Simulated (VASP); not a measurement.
Runs of VASP 6.6.1 on C. The structure is that of space group P6_422 (No. 181), or close to it. The cells are those of the table. 

```tsv
task	cell	k mesh	cutoff (eV)	smearing	gap on the mesh (eV)	pressure (GPa)
single point	a = 2.455, b = 2.455, c = 2.689 Å, angles 90.0, 90.0, 120.0°, 3 atoms	12 × 12 × 6	520	gaussian 0.1 eV	1.71	93.7
relaxation of cell and atoms	relaxed from a = 2.455, b = 2.455, c = 2.689 Å, angles 90.0, 90.0, 120.0°, 3 atoms	12 × 12 × 6	600	gaussian 0.1 eV	1.92	0.8
single point	a = 2.605, b = 2.605, c = 2.800 Å, angles 90.0, 90.0, 120.0°, 3 atoms	12 × 12 × 10	520	gaussian 0.02 eV	1.92	0.5
single point	a = 2.605, b = 2.605, c = 2.800 Å, angles 90.0, 90.0, 120.0°, 3 atoms	12 × 12 × 6	520	gaussian 0.1 eV	1.92	(a)
relaxation of cell and atoms	relaxed from a = 2.605, b = 2.605, c = 2.800 Å, angles 90.0, 90.0, 120.0°, 3 atoms	12 × 12 × 10	600	gaussian 0.02 eV	1.92	0.1
```

Alike in all rows: level PBE; potentials or basis VASP PAW PBE potentials, release 64 (C); no spin polarisation.

Q: Estimate the missing entries.

A: (a) 0.7.

Caveats: the relaxation stopped at its first step, so nothing moved (some runs).

A k mesh can miss the band edges.
